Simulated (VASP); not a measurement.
LiH, 2 atoms in the cell. It takes space group Fm-3m (No. 225, cubic). The conventional cell has a = 4.074 Å, b = 4.074 Å, c = 4.074 Å, α = 90.00°, β = 90.00°, γ = 90.00°. Within 2.7 Å of Li (site symmetry m-3m) lie 6 H at 2.04 Å. Within 2.7 Å of H (site symmetry m-3m) lie 6 Li at 2.04 Å. 

| Item | Value |
| --- | --- |
| Program | VASP 6.6.1 |
| Task | relaxation of cell and atoms |
| Functional | PBEsol |
| Potentials or basis | VASP PAW PBE potentials, release 64 (Li_sv, H) |
| Cutoff | 600 eV |
| k mesh | 11 × 11 × 11 |
| Occupations | fermi-dirac, width 0.05 eV |
| Spin | no spin polarisation |
| Dipole correction | no |
| Further INCAR settings | ALGO = Normal; EDIFF = 1e-06; IBRION = 2; EDIFFG = -0.005; NSW = 80; ISIF = 3 |

Potentials or basis: VASP PAW PBE potentials, release 64 (Li_sv, H).

Launch:

```console
$ cat potpaw_PBE.64/Li_sv/POTCAR potpaw_PBE.64/H/POTCAR > POTCAR
$ mpirun -np 1 vasp_std > vasp.out
```

Hardware: 1 thread of AMD EPYC 7R43 64-Core Processor (Zen 3) (shared host).

Q: Estimate the wall time of this run.

A: It took 18 s on 1 thread of AMD EPYC 7R43 64-Core Processor (Zen 3), on a shared host, peak memory 0.09 GiB. Counts: scf iterations 23, k points 56, ion steps 3.
